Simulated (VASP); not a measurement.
CuO: single point with LDA+U

The system is CuO.

```
Cu O
1.0
     2.34465   -1.71340    0.00000
     2.34465    1.71340    0.00000
    -0.86055    0.00000    5.05944
Cu O
2 2
Direct
  0.00320 0.49680 0.00000
  0.49680 0.00320 0.50000
  0.57140 0.40560 0.25370
  0.40560 0.57140 0.75370
```

- Program: VASP 6.6.1
- Task: single point
- Functional: LDA
- Potentials or basis: VASP PAW LDA potentials, release 64 (Cu_sv_GW, O)
- Cutoff: 700 eV
- k mesh: 7 × 7 × 4
- Occupations: gaussian, width 0.05 eV
- Spin: collinear spin
- Starting moments: [0.6, -0.6, 0.0, 0.0] μB
- Hubbard terms: Cu d U = 8.0 eV

| Item | Value |
| --- | --- |
| Pressure | -11.2 GPa |
| Largest force | 0.738 eV/Å |
| Band gap on the k mesh | 1.67 eV (least direct gap 1.89 eV) |
| Net moment | 0.00 μB per cell |
| Site moments | Cu +0.71, -0.71; O -0.00, +0.00 μB |
| Valence electrons inside the program's atomic spheres | Cu 17.53; O 4.98 |

Forces in eV/Å, atoms in the order of the input:
```
Cu  -0.625  0.282  0.274
Cu  -0.625 -0.282  0.274
O    0.625  0.126 -0.274
O    0.625 -0.126 -0.274
```

Stress tensor (GPa, compression positive):
```
-11.69   0.00   0.60
  0.00 -10.07   0.00
  0.60   0.00 -11.82
```

Levels at points of the mesh, in eV from the valence-band top:
Spin up:
| k point | band 23 | band 24 | band 25 | band 26 | band 27 | band 28 |
| --- | --- | --- | --- | --- | --- | --- |
| (0.00, 0.00, 0.00) | -1.86 | -1.46 | 0.00 | 2.05 | 2.84 | 6.70 |
| (0.00, 0.00, 0.50) | -1.41 | -1.38 | -0.32 | 2.66 | 4.39 | 4.48 |
Spin down:
| k point | band 21 | band 22 | band 23 | band 24 | band 25 | band 26 | band 27 | band 28 | band 29 | band 30 |
| --- | --- | --- | --- | --- | --- | --- | --- | --- | --- | --- |
| (0.00, 0.00, 0.00) | -2.82 | -1.97 | -1.86 | -1.46 | 0.00 | 2.05 | 2.84 | 6.70 | 8.68 | 13.88 |
| (0.00, 0.00, 0.50) | -3.30 | -3.16 | -1.41 | -1.38 | -0.32 | 2.66 | 4.39 | 4.48 | 12.12 | 12.13 |

Eigenvalues of the final occupation matrices:
```tsv
site	spin	trace	eigenvalues
site 1 d	1	4.81	0.94 0.96 0.96 0.96 0.99
site 1 d	2	4.10	0.28 0.94 0.95 0.96 0.96
site 2 d	1	4.10	0.28 0.94 0.95 0.96 0.96
site 2 d	2	4.81	0.94 0.96 0.96 0.96 0.99
```

It took 3.1 min on 1 thread of Intel(R) Xeon(R) 6975P-C (Granite Rapids), with other jobs on the host, peak memory 0.33 GiB.

Caveat: the cell stands under tension; an odd mesh through Γ misses points on the zone boundary, where band edges can lie.
